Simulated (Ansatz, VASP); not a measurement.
# One calculation of Mg, two programs

```
Mg
1.0
     3.19026    0.00000    0.00000
    -1.59513    2.76285    0.00000
     0.00000    0.00000    5.11818
Mg
2
Direct
  0.33333 0.66667 0.25000
  0.66667 0.33333 0.75000
```

Alike in both runs: functional r2SCAN; k mesh 18 × 18 × 8; occupations gaussian, width 0.1 eV; no spin polarisation.

Ansatz relaxed the structure, and its values are those at the end. VASP's run is a single point on that final structure, the one shown.

|  | VASP | Ansatz |
| --- | --- | --- |
| version | VASP 6.6.1 | Ansatz 0.2.0 |
| potentials or method | VASP PAW PBE potentials, release 64 (Mg), cutoff 520 eV | scalar-relativistic, plane waves, PAW |
| valence electrons in the cell | 4 | 20 |

```tsv
	VASP	Ansatz	Ansatz less VASP
gap on the k mesh at the Fermi level (eV)	none	none	-
pressure (GPa)	-0.3	0.0	+0.28
```

VASP's potentials were made for PBE, not for r2SCAN. A gap of «none» marks a metal or a gap that the smearing closes. VASP's potentials hold 4 valence electrons a cell and Ansatz's 20, so a difference there can come from the potentials and not from the codes.
